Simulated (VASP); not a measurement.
# Sc (Cmcm) in VASP: single point with PBEsol

Aim: the single point of Sc with PBEsol.

All numbers are computed with VASP 6.6.1; they aren't measurements. Logs are shortened: lines on timing, memory, paths and dates and some standing lists are left out, and cuts for length are marked.

### 1 The cell of the first run

The structure is orthorhombic, space group Cmcm (No. 63). Conventional cell: a = 3.342 Å, b = 5.674 Å, c = 5.268 Å, α = 90.00°, β = 90.00°, γ = 90.00°. Sc (site symmetry m2m) has 12 Sc at 3.24 to 3.34 Å within 4.3 Å.

### 2 Single point, PBEsol (strain +0.0100 x Voigt [1, -1, 0, 0, 0, 0])

INCAR

```
PREC = Accurate
ENCUT = 520
EDIFF = 1E-6
ISMEAR = 0
SIGMA = 0.15
LREAL = False
LASPH = True
NELM = 100
ALGO = Fast
ISIF = 2
LWAVE = False
LCHARG = False
GGA = PS
NBANDS = 18
```

KPOINTS

```
Automatic mesh
0
Gamma
  18 18 10
```

POSCAR

```
Sc
1.0
    3.3418858762      0.0000000000      0.0000000000
   -1.6709429381      2.8368480047      0.0000000000
    0.0000000000      0.0000000000      5.2680000000
Sc
2
Direct
    0.3333333333      0.6666666667      0.2500000000
    0.6666666667      0.3333333333      0.7500000000
```

Potentials or basis: VASP PAW PBE potentials, release 64 (Sc_sv).

Run with:

```sh
> cat potpaw_PBE.64/Sc_sv/POTCAR > POTCAR
> mpirun -np 1 vasp_std > vasp.out
```

OUTCAR:

```text
PREC = Accurate
   ENCUT = 520
   EDIFF = 1E-6
   ISMEAR = 0
   LREAL = False
   LASPH = True
   NELM = 100
   ISIF = 2
   GGA = PS

 ion  position               nearest neighbor table
   1  0.333  0.667  0.250-   2 3.24   2 3.24   2 3.26   2 3.26   2 3.26   2 3.26
   2  0.667  0.333  0.750-   1 3.24   1 3.24   1 3.26   1 3.26   1 3.26   1 3.26

  Warning from LATTYP: Monoclinic adjustment (A1->A3, A2->A1, A3->A2)!
  LATTYP: Found a base centered orthorhombic cell.
 ALAT       =     3.3418858762
 B/A-ratio  =     1.6977527718
 C/A-ratio  =     1.5763554457

  Lattice vectors:

 A1 = (   1.6709429381,  -2.8368480047,   0.0000000000)
 A2 = (   1.6709429381,   2.8368480047,   0.0000000000)
 A3 = (   0.0000000000,   0.0000000000,   5.2680000000)

Analysis of symmetry for initial positions (statically):
=====================================================================
 Subroutine PRICEL returns:
 Original cell was already a primitive cell.

 Routine SETGRP: Setting up the symmetry group for a
 base centered orthorhombic supercell.

 Subroutine GETGRP returns: Found  8 space group operations
 (whereof  4 operations were pure point group operations)
 out of a pool of  8 trial point group operations.

The static configuration has the point symmetry C_2h.
 The point group associated with its full space group is D_2h.

Analysis of symmetry for dynamics (positions and initial velocities):
=====================================================================
 Subroutine PRICEL returns:
 Original cell was already a primitive cell.

 Routine SETGRP: Setting up the symmetry group for a
 base centered orthorhombic supercell.

 Subroutine GETGRP returns: Found  8 space group operations
 (whereof  4 operations were pure point group operations)
 out of a pool of  8 trial point group operations.

The dynamic configuration has the point symmetry C_2h.
 The point group associated with its full space group is D_2h.

 Subroutine INISYM returns: Found  8 space group operations
 (whereof  4 operations are pure point group operations),
 and found     1 'primitive' translations

----------------------------------------------------------------------------------------

                                     Primitive cell

  volume of cell :      49.9429

  direct lattice vectors                    reciprocal lattice vectors
     3.341885876  0.000000000  0.000000000     0.299232241  0.176251953  0.000000000
    -1.670942938  2.836848005  0.000000000     0.000000000  0.352503905  0.000000000
     0.000000000  0.000000000  5.268000000     0.000000000  0.000000000  0.189825361

  length of vectors
     3.341885876  3.292378609  5.268000000     0.347281852  0.352503905  0.189825361

  position of ions in fractional coordinates (direct lattice)
     0.333333333  0.666666667  0.250000000
     0.666666667  0.333333333  0.750000000

  ion indices of the primitive-cell ions
   primitive index   ion index
                 1           1
                 2           2

----------------------------------------------------------------------------------------

 KPOINTS: Automatic mesh

Automatic generation of k-mesh.
 Grid dimensions read from file:
 generate k-points for:   18   18   10

 Generating k-lattice:

  Cartesian coordinates                     Fractional coordinates (reciprocal lattice)
     0.016624013  0.009791775  0.000000000     0.055555556  0.000000000  0.000000000
     0.000000000  0.019583550  0.000000000     0.000000000  0.055555556  0.000000000
     0.000000000  0.000000000  0.018982536     0.000000000  0.000000000  0.100000000

  Length of vectors
     0.019293436  0.019583550  0.018982536

  Shift w.r.t. Gamma in fractional coordinates (k-lattice)
     0.000000000  0.000000000  0.000000000

 Subroutine IBZKPT returns following result:
 ===========================================

 Found    546 irreducible k-points:

 Following reciprocal coordinates:
            Coordinates               Weight
  0.000000  0.000000  0.000000      1.000000
  0.055556  0.000000  0.000000      4.000000
  0.111111  0.000000  0.000000      4.000000
  0.166667 -0.000000  0.000000      4.000000
  0.222222 -0.000000  0.000000      4.000000
  0.277778 -0.000000  0.000000      4.000000
[... 16 lines left out ...]
 -0.333333  0.055556  0.000000      4.000000
 -0.277778  0.055556  0.000000      4.000000
 [... further k-points ...]
   k-points           NKPTS =    546   k-points in BZ     NKDIM =    546   number of bands    NBANDS=     18
   number of dos      NEDOS =    301   number of ions     NIONS =      2
   total plane-waves  NPLWV =  26880
   dimension x,y,z NGX =    28 NGY =   24 NGZ =   40
   dimension x,y,z NGXF=    56 NGYF=   48 NGZF=   80
   ions per type =               2
   NGX,Y,Z   is equivalent  to a cutoff of  13.93, 12.12, 12.62 a.u.
   NGXF,Y,Z  is equivalent  to a cutoff of  27.86, 24.24, 25.25 a.u.
 SYSTEM =  unknown system
   PREC   = accura    normal or accurate (medium, high low for compatibility)
   ISTART =      0    job   : 0-new  1-cont  2-samecut
   ICHARG =      2    charge: 1-file 2-atom 10-const
   ISPIN  =      1    spin polarized calculation?
   LNONCOLLINEAR =      F non collinear calculations
   LSORBIT =      F    spin-orbit coupling
   LASPH  =      T    aspherical Exc in radial PAW
   ENCUT  =  520.0 eV  38.22 Ry    6.18 a.u.   6.21  6.12  9.79*2*pi/ulx,y,z
   NELM   =    100;   NELMIN=  2; NELMDL= -5     # of ELM steps
   EDIFF  = 0.1E-05   stopping-criterion for ELM
   LREAL  =      F    real-space projection
   EDIFFG = 0.1E-04   stopping-criterion for IOM
   NSW    =      0    number of steps for IOM
   IBRION =     -1    ionic relax: 0-MD 1-quasi-New 2-CG
   NFREE  =      0    steps in history (QN), initial steepest desc. (CG)
   ISIF   =      2    stress and relaxation
   ISYM   =      2    0-nonsym 1-usesym 2-fastsym
   POTIM  = 0.5000    time-step for ionic-motion
   TEBEG  =    0.0;   TEEND  =   0.0 temperature during run
   PSTRESS=    0.0 pullay stress
   NELECT =      22.0000    total number of electrons
   NUPDOWN=      -1.0000    fix difference up-down
   EMIN   =  10.00;   EMAX   =-10.00  energy-range for DOS
   EFERMI =   0.00;   METHOD = LEGACY
   ISMEAR =     0;   SIGMA  =   0.15  broadening in eV -4-tet -1-fermi 0-gaus
   EFERMI_NEDOS =   21; number of points for ismear=-14 and -15
   IALGO  =     68    algorithm
   IMIX   =      4    mixing-type and parameters
     AMIX     =   0.40;   BMIX     =  1.00
     AMIX_MAG =   1.60;   BMIX_MAG =  1.00
  volume/ion in A,a.u.               =      24.97       168.52
  Fermi-wavevector in a.u.,A,eV,Ry     =   1.245636  2.353911 21.110931  1.551610
  Thomas-Fermi vector in A             =   2.379850
   LORBIT       =      0    0 simple, 1 ext, 2 COOP (PROOUT), +10 PAW based schemes
   GGA     = PS    functional components
   LHFCALC =     F    Hartree Fock is set to
   AEXX    =    0.0000 exact exchange contribution
   IVDW    =     0    specifies the selected vdW correction
   LEPSILON=     F    determine dielectric tensor
   LRPA    =     F    only Hartree local field effects (RPA)
 non-spin polarized calculation
 RMM-DIIS sequential band-by-band and
 Gauss-broadening in eV      SIGMA  =   0.15
  energy-cutoff  :      520.00
  volume of cell :       49.94
 maximum number of plane-waves:      1360
 NGX is ok and might be reduce to    28
   NGX = 13   NGY = 13   NGZ = 19

 number of electron      22.0000003 magnetization

 Free energy of the ion-electron system (eV)
  ---------------------------------------------------
  ext. energy  EPLUGINS =         0.00000000
  ---------------------------------------------------
  free energy    TOTEN  =       -13.20463269 eV

  energy without entropy =      -13.15592468  energy(sigma->0) =      -13.18027869

 E-fermi :   3.5026     XC(G=0):  -9.9370

 val. band max:        3.5020649646   @ k =  -0.3889   0.0556   0.4000
 cond. band min:       3.5040751442   @ k =   0.0556   0.2222   0.3000
 fundamental gap:      0.0020101796
 Fermi energy:         3.5026041667

 k-point     1 :       0.0000    0.0000    0.0000
  band No.  band energies     occupation
      1     -45.7400      2.00000
      2     -45.6769      2.00000
      3     -24.6398      2.00000
      4     -24.3125      2.00000
      5     -24.3071      2.00000
      6     -24.2549      2.00000
[... 10 lines left out ...]
     17       5.8390      0.00000
     18       5.8819      0.00000

 k-point     2 :       0.0556    0.0000    0.0000
  band No.  band energies     occupation
      1     -45.7386      2.00000
      2     -45.6763      2.00000
      3     -24.6360      2.00000
      4     -24.3195      2.00000
      5     -24.3106      2.00000
      6     -24.2622      2.00000
[... 10 lines left out ...]
     17       5.7837      0.00000
     18       5.8356      0.00000

 k-point     3 :       0.1111    0.0000    0.0000
  band No.  band energies     occupation
      1     -45.7345      2.00000
      2     -45.6747      2.00000
      3     -24.6247      2.00000
      4     -24.3420      2.00000
      5     -24.3183      2.00000
      6     -24.2855      2.00000
[... 10 lines left out ...]
     17       5.7238      0.00000
     18       5.7281      0.00000

 k-point     4 :       0.1667   -0.0000    0.0000
  band No.  band energies     occupation
      1     -45.7281      2.00000
      2     -45.6724      2.00000
      3     -24.6068      2.00000
      4     -24.3772      2.00000
      5     -24.3294      2.00000
      6     -24.3213      2.00000
[... 375 lines left out ...]
      4     -24.5112      2.00000
      5     -24.4661      2.00000
      6     -24.3785      2.00000
[... 10 lines left out ...]
     17       6.8236      0.00000
     18       7.0555      0.00000

 k-point    23 :      -0.3333    0.0556    0.0000
  band No.  band energies     occupation
      1     -45.7060      2.00000
      2     -45.6662      2.00000
      3     -24.5399      2.00000
      4     -24.4871      2.00000
      5     -24.4304      2.00000
      6     -24.3658      2.00000
[... 10 lines left out ...]
     17       6.4745      0.00000
     18       6.7429      0.00000

 k-point    24 :      -0.2778    0.0556    0.0000
  band No.  band energies     occupation
      1     -45.7150      2.00000
      2     -45.6683      2.00000
      3     -24.5682      2.00000
      4     -24.4417      2.00000
      5     -24.3909      2.00000
      6     -24.3495      2.00000
[... 10 lines left out ...]
     17       6.1154      0.00000
     18       6.4144      0.00000

 [... further k-points ...]
[... 5 lines left out ...]
  --------------------------------------------------------------------------------------
  -------------------------------------------------------------------------------------
  Total       -0.9120233     -0.4701686     -1.1920765      0.0000000      0.0000000      0.0000000
  in kB      -29.2578930    -15.0831047    -38.2420570      0.0000000      0.0000000      0.0000000
  external PRESSURE =     -27.5276849 kB  Pullay stress =       0.0000000 kB

 VOLUME and BASIS-vectors are now :
 -----------------------------------------------------------------------------
  energy-cutoff  :      520.00
  volume of cell :       49.94
      direct lattice vectors                 reciprocal lattice vectors
     3.341885876  0.000000000  0.000000000     0.299232241  0.176251953  0.000000000
    -1.670942938  2.836848005  0.000000000     0.000000000  0.352503905  0.000000000
     0.000000000  0.000000000  5.268000000     0.000000000  0.000000000  0.189825361

 POSITION                                       TOTAL-FORCE (eV/Angst)
 -----------------------------------------------------------------------------------
     -0.00000      1.89123      1.31700        -0.000000     -0.028574      0.000000
      1.67094      0.94562      3.95100         0.000000      0.028574      0.000000
 -----------------------------------------------------------------------------------
    total drift:                                0.000000     -0.000000     -0.000000

  FREE ENERGIE OF THE ION-ELECTRON SYSTEM (eV)
  ---------------------------------------------------
  free  energy   TOTEN  =       -13.2046326940 eV

  energy  without entropy=      -13.1559246812  energy(sigma->0) =      -13.18027869
```

Wall time 3.9 min (1 thread of Intel Xeon 6975P-C (Granite Rapids), shared host); peak memory 0.48 GiB.

Results:

```yaml
Free_energy: -13.2046 eV
Pressure: -2.8 GPa
Largest_force: 0.029 eV/Å
Band_gap_on_the_k_mesh: zero (bands 11 and 12 overlap by 1.36 eV)
```

Forces in eV/Å, atoms in the order of the input:
```
Sc   0.000 -0.029  0.000
Sc   0.000  0.029  0.000
```

Levels at points of the mesh, in eV from the Fermi level:
| k point | band 8 | band 9 | band 10 | band 11 | band 12 | band 13 | band 14 | band 15 |
| --- | --- | --- | --- | --- | --- | --- | --- | --- |
| (0.00, 0.00, 0.00) | -27.74 | -5.12 | -1.67 | 0.44 | 1.48 | 1.69 | 1.71 | 1.91 |
| (0.50, 0.00, 0.00) | -27.79 | -1.61 | -1.05 | -0.69 | -0.31 | 1.18 | 1.45 | 1.72 |
| (0.00, 0.50, 0.00) | -27.81 | -1.56 | -1.02 | -0.68 | -0.24 | 1.23 | 1.32 | 1.82 |
| (0.00, 0.00, 0.50) | -27.78 | -3.63 | -3.63 | 0.88 | 0.88 | 1.44 | 1.44 | 1.62 |
| (0.50, 0.00, 0.50) | -27.84 | -1.48 | -1.48 | 0.03 | 0.03 | 1.21 | 1.21 | 2.41 |
| (0.00, 0.50, 0.50) | -27.84 | -1.44 | -1.44 | 0.06 | 0.06 | 1.30 | 1.30 | 2.32 |

Caveat: the cell differs from its parent crystal (strain +0.0100 x Voigt [1, -1, 0, 0, 0, 0]); the PAW data sets were made with another functional, which shifts forces and pressure a little.
